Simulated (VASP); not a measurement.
A run of VASP 6.6.1 is set up as follows.

Contents of POSCAR:

```
NaH
1.0
    3.9533072863      0.0000000000      0.0000000000
   -1.9766536431      3.4236645389      0.0000000000
    0.0000000000      0.0000000000      4.8283237758
Na H
2 2
Direct
    0.3333333333      0.6666666667      0.2500000000
    0.6666666667      0.3333333333      0.7500000000
    0.6666666667      0.3333333333      0.2500000000
    0.3333333333      0.6666666667      0.7500000000
```

Contents of INCAR.step1:

```
SYSTEM = NaH
ALGO = Normal ; EDIFF = 1E-5
ENCUT = 520 ; GGA = PE
ISIF = 2 ; ISMEAR = 0
LASPH = .True. ; LCHARG = .False.
LREAL = .False. ; LWAVE = .True.
NBANDS = 16 ; NELM = 100
PREC = Accurate ; SIGMA = 0.01
```

The input INCAR.step2:

```
SYSTEM = NaH
AEXX = 0.05 ; ALGO = Normal
EDIFF = 1E-6 ; ENCUT = 520
GGA = PE ; HFSCREEN = 0.2078
ISIF = 2 ; ISMEAR = 0
ISTART = 1 ; LASPH = .True.
LCHARG = .False. ; LHFCALC = .True.
LREAL = .False. ; LWAVE = .False.
NBANDS = 16 ; NELM = 100
PREC = Accurate ; PRECFOCK = Normal
SIGMA = 0.01
```

Contents of KPOINTS:

```
k-points
0
Gamma
  6 6 2
  0 0 0
```

Potentials or basis: VASP PAW PBE potentials, release 64 (Na_pv, H).

The run is started by

```sh
$ cat potpaw_PBE.64/Na_pv/POTCAR potpaw_PBE.64/H/POTCAR > POTCAR
$ cp INCAR.step1 INCAR
$ mpirun -np 1 vasp_std > vasp.out
$ cp INCAR.step2 INCAR
$ mpirun -np 1 vasp_std > vasp.out
```

(1) Predict the band gap on the k mesh.

(2) Predict the pressure.

Results:

(1) 3.51 eV, indirect (least direct gap 4.44 eV).

(2) 0.4 GPa.

Caveat: the k points lie up to 0.65 Å⁻¹ apart; the PAW data sets were made with another functional, which shifts forces and pressure a little.
